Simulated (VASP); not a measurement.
# Ti (I4_1/amd) in VASP: notebook

Ti is run at these levels: PBEsol; tasks: relaxation of cell and atoms.

Program: VASP 6.6.1. These are calculated values, not measurements. Logs are shortened: lines on timing, memory, paths and dates and some standing lists are left out, and cuts for length are marked.

## Step 1: The cell of the first run

Symmetry: I4_1/amd, No. 141, tetragonal system. Conventional cell: a = 3.699 Å, b = 3.699 Å, c = 2.034 Å, α = 90.00°, β = 90.00°, γ = 90.00°. Ti (site symmetry -4m2) has 10 Ti at 1.92 to 2.40 Å within 2.5 Å.

## Step 2: Relaxation of cell and atoms, PBEsol, target pressure 380 GPa, at which the enthalpy is minimised

File INCAR:

```
  PREC = Accurate
  ENCUT = 600
  EDIFF = 1E-6
  ISMEAR = -1
  SIGMA = 0.1
  LREAL = False
  LASPH = True
  NELM = 100
  ALGO = Normal
  ISIF = 3
  LWAVE = False
  LCHARG = False
  GGA = PS
  IBRION = 2
  NSW = 60
  EDIFFG = -0.005
  PSTRESS = 3800.0
```

File KPOINTS:

```
regular mesh
0
Gamma
  21 21 21
```

File POSCAR:

```
Ti
1.0
   -1.8493351634      1.8493351634      1.0171343399
    1.8493351634     -1.8493351634      1.0171343399
    1.8493351634      1.8493351634     -1.0171343399
Ti
2
Direct
   -0.3750000000     -0.1250000000     -0.2500000000
    0.3750000000      0.1250000000      0.2500000000
```

Potentials or basis: VASP PAW PBE potentials, release 64 (Ti_sv).

Started as:

```console
$ cat potpaw_PBE.64/Ti_sv/POTCAR > POTCAR
$ mpirun -np 1 vasp_std > vasp.out
```

OUTCAR:

```text
PREC = Accurate
   ENCUT = 600
   EDIFF = 1E-6
   ISMEAR = -1
   LREAL = False
   LASPH = True
   NELM = 100
   ISIF = 3
   GGA = PS
   IBRION = 2
   NSW = 60
   EDIFFG = -0.005
   PSTRESS = 3800.0

 ion  position               nearest neighbor table
   1  0.625  0.875  0.750-   2 1.92   2 1.92   2 1.92   2 1.92   2 2.40   2 2.40   2 2.40   2 2.40

   2  0.375  0.125  0.250-   1 1.92   1 1.92   1 1.92   1 1.92   1 2.40   1 2.40   1 2.40   1 2.40

  LATTYP: Found a body centered tetragonal cell.
 ALAT       =     3.6986703268
 C/A-ratio  =     0.5500000000

  Lattice vectors:

 A1 = (  -1.8493351634,   1.8493351634,   1.0171343399)
 A2 = (   1.8493351634,  -1.8493351634,   1.0171343399)
 A3 = (   1.8493351634,   1.8493351634,  -1.0171343399)

Analysis of symmetry for initial positions (statically):
=====================================================================
 Subroutine PRICEL returns:
 Original cell was already a primitive cell.

 Routine SETGRP: Setting up the symmetry group for a
 body centered tetragonal supercell.

 Subroutine GETGRP returns: Found 16 space group operations
 (whereof  4 operations were pure point group operations)
 out of a pool of 16 trial point group operations.

The static configuration has the point symmetry C_2h.
 The point group associated with its full space group is D_4h.

Analysis of symmetry for dynamics (positions and initial velocities):
=====================================================================
 Subroutine PRICEL returns:
 Original cell was already a primitive cell.

 Routine SETGRP: Setting up the symmetry group for a
 body centered tetragonal supercell.

 Subroutine GETGRP returns: Found 16 space group operations
 (whereof  4 operations were pure point group operations)
 out of a pool of 16 trial point group operations.

The dynamic configuration has the point symmetry C_2h.
 The point group associated with its full space group is D_4h.

 Subroutine INISYM returns: Found 16 space group operations
 (whereof  4 operations are pure point group operations),
 and found     1 'primitive' translations

----------------------------------------------------------------------------------------

                                     Primitive cell

  volume of cell :      13.9146

  direct lattice vectors                    reciprocal lattice vectors
    -1.849335163  1.849335163  1.017134340     0.000000000  0.270367433  0.491577150
     1.849335163 -1.849335163  1.017134340     0.270367433  0.000000000  0.491577150
     1.849335163  1.849335163 -1.017134340     0.270367433  0.270367433  0.000000000

  length of vectors
     2.806179495  2.806179495  2.806179495     0.561022854  0.561022854  0.382357290

  position of ions in fractional coordinates (direct lattice)
     0.625000000  0.875000000  0.750000000
     0.375000000  0.125000000  0.250000000

  ion indices of the primitive-cell ions
   primitive index   ion index
                 1           1
                 2           2

----------------------------------------------------------------------------------------

 KPOINTS: regular mesh

Automatic generation of k-mesh.
 Grid dimensions read from file:
 generate k-points for:   21   21   21

 Generating k-lattice:

  Cartesian coordinates                     Fractional coordinates (reciprocal lattice)
     0.000000000  0.012874640  0.023408436     0.047619048 -0.000000000  0.000000000
     0.012874640  0.000000000  0.023408436    -0.000000000  0.047619048  0.000000000
     0.012874640  0.012874640  0.000000000     0.000000000  0.000000000  0.047619048

  Length of vectors
     0.026715374  0.026715374  0.018207490

  Shift w.r.t. Gamma in fractional coordinates (k-lattice)
     0.000000000  0.000000000  0.000000000

 Subroutine IBZKPT returns following result:
 ===========================================

 Found    726 irreducible k-points:

 Following reciprocal coordinates:
            Coordinates               Weight
  0.000000  0.000000  0.000000      1.000000
  0.047619  0.000000 -0.000000      8.000000
  0.095238 -0.000000  0.000000      8.000000
  0.142857 -0.000000  0.000000      8.000000
  0.190476 -0.000000  0.000000      8.000000
  0.238095  0.000000  0.000000      8.000000
[... 16 lines left out ...]
 -0.428571  0.047619  0.000000     16.000000
 -0.380952  0.047619 -0.000000     16.000000
 [... further k-points ...]
   k-points           NKPTS =    726   k-points in BZ     NKDIM =    726   number of bands    NBANDS=     16
   number of dos      NEDOS =    301   number of ions     NIONS =      2
   total plane-waves  NPLWV =  13824
   dimension x,y,z NGX =    24 NGY =   24 NGZ =   24
   dimension x,y,z NGXF=    48 NGYF=   48 NGZF=   48
   ions per type =               2
   NGX,Y,Z   is equivalent  to a cutoff of  14.22, 14.22, 14.22 a.u.
   NGXF,Y,Z  is equivalent  to a cutoff of  28.44, 28.44, 28.44 a.u.
 SYSTEM =  unknown system
   PREC   = accura    normal or accurate (medium, high low for compatibility)
   ISTART =      0    job   : 0-new  1-cont  2-samecut
   ICHARG =      2    charge: 1-file 2-atom 10-const
   ISPIN  =      1    spin polarized calculation?
   LNONCOLLINEAR =      F non collinear calculations
   LSORBIT =      F    spin-orbit coupling
   LASPH  =      T    aspherical Exc in radial PAW
   ENCUT  =  600.0 eV  44.10 Ry    6.64 a.u.   5.60  5.60  5.60*2*pi/ulx,y,z
   NELM   =    100;   NELMIN=  2; NELMDL= -5     # of ELM steps
   EDIFF  = 0.1E-05   stopping-criterion for ELM
   LREAL  =      F    real-space projection
   EDIFFG = -.5E-02   stopping-criterion for IOM
   NSW    =     60    number of steps for IOM
   IBRION =      2    ionic relax: 0-MD 1-quasi-New 2-CG
   NFREE  =      1    steps in history (QN), initial steepest desc. (CG)
   ISIF   =      3    stress and relaxation
   ISYM   =      2    0-nonsym 1-usesym 2-fastsym
   POTIM  = 0.5000    time-step for ionic-motion
   TEBEG  =    0.0;   TEEND  =   0.0 temperature during run
   PSTRESS= 3800.0 pullay stress
   NELECT =      24.0000    total number of electrons
   NUPDOWN=      -1.0000    fix difference up-down
   EMIN   =  10.00;   EMAX   =-10.00  energy-range for DOS
   EFERMI =   0.00;   METHOD = LEGACY
   ISMEAR =    -1;   SIGMA  =   0.10  broadening in eV -4-tet -1-fermi 0-gaus
   EFERMI_NEDOS =   21; number of points for ismear=-14 and -15
   IALGO  =     38    algorithm
   IMIX   =      4    mixing-type and parameters
     AMIX     =   0.40;   BMIX     =  1.00
     AMIX_MAG =   1.60;   BMIX_MAG =  1.00
  volume/ion in A,a.u.               =       6.96        46.95
  Fermi-wavevector in a.u.,A,eV,Ry     =   1.963309  3.710117 52.444791  3.854583
  Thomas-Fermi vector in A             =   2.987778
   LORBIT       =      0    0 simple, 1 ext, 2 COOP (PROOUT), +10 PAW based schemes
   GGA     = PS    functional components
   LHFCALC =     F    Hartree Fock is set to
   AEXX    =    0.0000 exact exchange contribution
   IVDW    =     0    specifies the selected vdW correction
   LEPSILON=     F    determine dielectric tensor
   LRPA    =     F    only Hartree local field effects (RPA)
 conjugate gradient relaxation of ions
 non-spin polarized calculation
  energy-cutoff  :      600.00
  volume of cell :       13.91
 maximum number of plane-waves:       482
   NGX = 11   NGY = 11   NGZ = 11

--------------------------------------- Ionic step        1  -------------------------------------------

 number of electron      24.0000002 magnetization

 Free energy of the ion-electron system (eV)
  ---------------------------------------------------
  ext. energy  EPLUGINS =         0.00000000
  ---------------------------------------------------
  free energy    TOTEN  =        -3.19514481 eV

  energy without entropy =       -3.15317546  energy(sigma->0) =       -3.17416014

------------------------ aborting loop because EDIFF is reached ----------------------------------------

  FORCE on cell =-STRESS in cart. coord.  units (eV):
  Direction    XX          YY          ZZ          XY          YZ          ZX
  --------------------------------------------------------------------------------------
  -------------------------------------------------------------------------------------
  Total       36.8845386     36.8845386     38.3496456      0.0000000      0.0000000      0.0000000
  in kB     4247.0304409   4247.0304409   4415.7286103      0.0000000      0.0000000      0.0000000
  external PRESSURE =     503.2631641 kB  Pullay stress =    3800.0000000 kB
[... 289 lines left out ...]
  enthalpy is  TOTEN    =        29.7150392661 eV   P V=       34.5033314446

--------------------------------------- Ionic step        9  -------------------------------------------

 number of electron      24.0000000 magnetization

 Free energy of the ion-electron system (eV)
  ---------------------------------------------------
  ext. energy  EPLUGINS =         0.00000000
  ---------------------------------------------------
  free energy    TOTEN  =        -4.59485917 eV

  energy without entropy =       -4.54872995  energy(sigma->0) =       -4.57179456

 E-fermi :  20.9246     XC(G=0): -16.5447

 val. band max:       20.9234034427   @ k =   0.2381   0.0000   0.0000
 cond. band min:      20.9262656376   @ k =  -0.2857  -0.4286   0.0476
 fundamental gap:      0.0028621948
 Fermi energy:        20.9245877854

 k-point     1 :       0.0000    0.0000    0.0000
  band No.  band energies     occupation
      1     -37.5804      2.00000
      2     -32.8589      2.00000
      3     -14.5083      2.00000
      4     -14.5083      2.00000
      5      -8.6724      2.00000
      6      -8.5933      2.00000
[... 8 lines left out ...]
     15      25.0343      0.00000
     16      25.4501      0.00000
[... 420 lines left out ...]
  band No.  band energies     occupation
      1     -35.7423      2.00000
      2     -33.1644      2.00000
      3     -14.2976      2.00000
      4     -13.7194      2.00000
      5     -12.8261      2.00000
      6     -10.9825      2.00000
[... 8 lines left out ...]
     15      25.6715      0.00000
     16      27.2572      0.00000

 [... further k-points ...]
[... 5 lines left out ...]
  --------------------------------------------------------------------------------------
  -------------------------------------------------------------------------------------
  Total       34.3059556     34.3059556     34.3082372     -0.0000000      0.0000000     -0.0000000
  in kB     3799.7631851   3799.7631851   3800.0159014     -0.0000000      0.0000000     -0.0000000
  external PRESSURE =      -0.1525761 kB  Pullay stress =    3800.0000000 kB
[... 17 lines left out ...]
  FREE ENERGIE OF THE ION-ELECTRON SYSTEM (eV)
  ---------------------------------------------------
  free  energy   TOTEN  =        -4.5948591684 eV

  energy  without entropy=       -4.5487299458  energy(sigma->0) =       -4.57179456

  enthalpy is  TOTEN    =        29.7132344571 eV   P V=       34.3080936256

 reached required accuracy - stopping structural energy minimisation
```

Run time: 10 min. Hardware: 1 thread of Intel Xeon Platinum 8559C (Emerald Rapids), shared host; peak memory 0.32 GiB.

What came out:

```
Free energy                                                : -4.5949 eV
Relaxed volume                                             : 7.23 Å³/atom
Relaxed cell                                               : a = 2.830 Å, b = 2.830 Å, c = 2.830 Å, α = 97.85°, β = 97.85°, γ = 136.64°
Space group after relaxing (to 0.1 Å)                      : I4_1/amd (No. 141)
Energy change on relaxing (the run minimises the enthalpy) : -699.9 meV/atom
Ionic steps                                                : 9
Pressure after relaxing                                    : 380.0 GPa
Band gap on the k mesh                                     : zero (bands 12 and 13 overlap by 2.90 eV)
```

The path:
| step | energy change (eV) | largest force (eV/Å) | pressure (GPa) | volume (Å³) |
| --- | --- | --- | --- | --- |
| 1 | 0.0000 | 0.0000 | 430.33 | 13.91 |
| 2 | -8.1149 | 0.0000 | 156.28 | 18.79 |
| 3 | -1.6206 | 0.0000 | 370.97 | 14.56 |
| 4 | -1.4050 | 0.0000 | 378.75 | 14.47 |
| 5 | -1.3782 | 0.0000 | 379.59 | 14.46 |
| 6 | -1.3488 | 0.0000 | 382.18 | 14.44 |
| 7 | -1.3620 | 0.0000 | 381.35 | 14.45 |
| 8 | -1.5931 | 0.0000 | 373.02 | 14.55 |
| 9 | -1.3997 | 0.0000 | 379.98 | 14.47 |

Final structure:
```xyz
2
Lattice="-1.8597 1.8597 1.0457 1.8597 -1.8597 1.0457 1.8597 1.8597 -1.0457" Properties=species:S:1:pos:R:3 pbc="T T T"
Ti    1.8597    0.9298    0.7842
Ti    0.0000    0.9298    0.2614
```

Caveat: the cell is relaxed towards a set pressure, so the run minimises the enthalpy, not the energy; atoms lie so close that the PAW spheres overlap strongly, which falsifies energies and pressures; the PAW data sets were made with another functional, which shifts forces and pressure a little.

## Step 3: Relaxation of cell and atoms, PBEsol, target pressure 380 GPa, at which the enthalpy is minimised

This run uses another cell than the first one, of 7.12 Å³/atom.

File INCAR:

```
SYSTEM = Ti
PREC     = Accurate       ! precision mode
ENCUT    = 600            ! plane-wave cutoff, eV
EDIFF    = 1E-6           ! SCF threshold, eV
ISMEAR   = -1             ! smearing method
SIGMA    = 0.1            ! smearing width, eV
LREAL    = .False.        ! projectors in reciprocal space
LASPH    = .True.         ! aspherical terms in the spheres
NELM     = 80             ! most SCF steps
ALGO     = Normal         ! electronic algorithm
ISIF     = 3              ! what is computed and relaxed
LWAVE    = .False.        ! write WAVECAR
LCHARG   = .False.        ! write CHGCAR
GGA      = PS             ! functional
IBRION   = 2              ! ionic algorithm
NSW      = 32             ! ionic steps
EDIFFG   = -0.005         ! ionic threshold
PSTRESS  = 3800.0
```

File KPOINTS:

```
Automatic mesh
0
Gamma
  21 21 21
  0 0 0
```

File POSCAR:

```
Ti
1.0
   -1.8334347210      1.8334347210      1.0586397783
    1.8334347210     -1.8334347210      1.0586397783
    1.8334347210      1.8334347210     -1.0586397783
Ti
2
Direct
   -0.3750000000     -0.1250000000     -0.2500000000
    0.3750000000      0.1250000000      0.2500000000
```

Potentials or basis: VASP PAW PBE potentials, release 64 (Ti_sv).

Started as:

```console
$ cat potpaw_PBE.64/Ti_sv/POTCAR > POTCAR
$ mpirun -np 1 vasp_std > vasp.out
```

Wall time 7.1 min (1 thread of Intel Xeon 6975P-C (Granite Rapids), shared host); peak memory 0.32 GiB.

The run converged. Its results:

| Item | Value |
| --- | --- |
| Free energy | -4.5964 eV |
| Relaxed volume | 7.23 Å³/atom |
| Relaxed cell | a = 2.830 Å, b = 2.830 Å, c = 2.830 Å, α = 97.84°, β = 97.84°, γ = 136.64° |
| Space group after relaxing (to 0.1 Å) | I4_1/amd (No. 141) |
| Energy change on relaxing (the run minimises the enthalpy) | -290.4 meV/atom |
| Ionic steps | 8 |
| Pressure after relaxing | 380.0 GPa |
| Band gap on the k mesh | zero (bands 12 and 13 overlap by 2.91 eV) |

The path:
```csv
step,energy change (eV),largest force (eV/Å),pressure (GPa),volume (Å³)
1,0.0000,0.0000,402.56,14.23
2,-4.2914,0.0000,250.79,16.39
3,-0.7436,0.0000,374.89,14.54
4,-0.6863,0.0000,377.17,14.51
5,-0.5056,0.0000,382.20,14.43
6,-0.5646,0.0000,380.65,14.46
7,-0.6729,0.0000,376.40,14.50
8,-0.5809,0.0000,379.96,14.47
```

Final structure:
```yaml
crystal:
  lattice:
    - [-1.85973, 1.85973, 1.04562]
    - [1.85973, -1.85973, 1.04562]
    - [1.85973, 1.85973, -1.04562]
  atoms:
    - { symbol: Ti, position: [0.62500, 0.87500, 0.75000] }
    - { symbol: Ti, position: [0.37500, 0.12500, 0.25000] }
```

Levels at points of the mesh, in eV from the Fermi level:
| k point | band 10 | band 11 | band 12 | band 13 | band 14 | band 15 |
| --- | --- | --- | --- | --- | --- | --- |
| (0.00, 0.00, 0.00) | -4.68 | -3.70 | -2.19 | -1.23 | 4.11 | 4.11 |

Caveat: the cell is relaxed towards a set pressure, so the run minimises the enthalpy, not the energy; atoms lie so close that the PAW spheres overlap strongly, which falsifies energies and pressures; the PAW data sets were made with another functional, which shifts forces and pressure a little.
